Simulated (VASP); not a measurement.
Set up this calculation in VASP 6.6.1, as the native input.

```yaml
Task: single point
Functional: PBE
Potentials_or_basis: VASP PAW PBE potentials, release 64 (Gd, K_sv, H)
Cutoff: 520 eV
k_mesh: 5 × 5 × 5
Occupations: fermi-dirac, width 0.1 eV
Spin: no spin polarisation
Hubbard_terms: Gd f U = 3.06 eV
Dipole_correction: no
Further_INCAR_settings: ALGO = Normal; EDIFF = 1e-07; NBANDS = 29; ISYM = 0
```

The structure of K2GdH4 lies in POSCAR:

```
K2GdH4
1.0
    0.0000000000      4.2436321200      0.0000000000
    4.2436321200      0.0000000000      0.0000000000
    2.1218160600      2.1218160600     -7.1454957300
Gd K H
1 2 4
Direct
    0.0000000000      0.0000000000      0.0000000000
    0.3513000000      0.3513000000      0.2974000000
    0.6487000000      0.6487000000      0.7026000000
    0.1472000000      0.1472000000      0.7056000000
    0.8528000000      0.8528000000      0.2944000000
    0.5000000000      0.0000000000      0.0000000000
    0.0000000000      0.5000000000      0.0000000000
```

These files were run (other wordings do the same):

INCAR

```
PREC     = Accurate       # precision mode
ENCUT    = 520            # plane-wave cutoff, eV
EDIFF    = 1E-7           # SCF threshold, eV
ISMEAR   = -1             # smearing method
SIGMA    = 0.1            # smearing width, eV
LREAL    = F              # projectors in reciprocal space
LASPH    = T              # aspherical terms in the spheres
NELM     = 150            # most SCF steps
ALGO     = Normal         # electronic algorithm
ISIF     = 2              # what is computed and relaxed
LWAVE    = F              # write WAVECAR
LCHARG   = F              # write CHGCAR
LMAXMIX  = 6              # l up to which the mixer works
LDAU     = T              # DFT+U
LDAUTYPE = 2            
LDAUL    = 3 -1 -1        # shell
LDAUU    = 3.06 0 0       # U, eV
LDAUJ    = 0 0 0        
LDAUPRINT= 1            
GGA      = PE             # functional
ISYM     = 0            
NBANDS   = 29             # bands
```

KPOINTS

```
Automatic mesh
0
Gamma
  5 5 5
```

Potentials or basis: VASP PAW PBE potentials, release 64 (Gd, K_sv, H).

The run is started by

```console
$ cat potpaw_PBE.64/Gd/POTCAR potpaw_PBE.64/K_sv/POTCAR potpaw_PBE.64/H/POTCAR > POTCAR
$ mpirun -np 1 vasp_std > vasp.out
```

Results of the run:

```
Pressure               : 4.3 GPa
Largest force          : 0.942 eV/Å
Band gap on the k mesh : zero (bands 20 and 21 overlap by 0.05 eV)
```

Caveat: the cell stands under pressure; spin-orbit coupling is left out, which moves the levels of the heavy elements; U without spin polarisation on a metal has little footing.

It took 10 min on 1 thread of Intel(R) Xeon(R) 6975P-C (Granite Rapids), with other jobs on the host, peak memory 0.4 GiB.
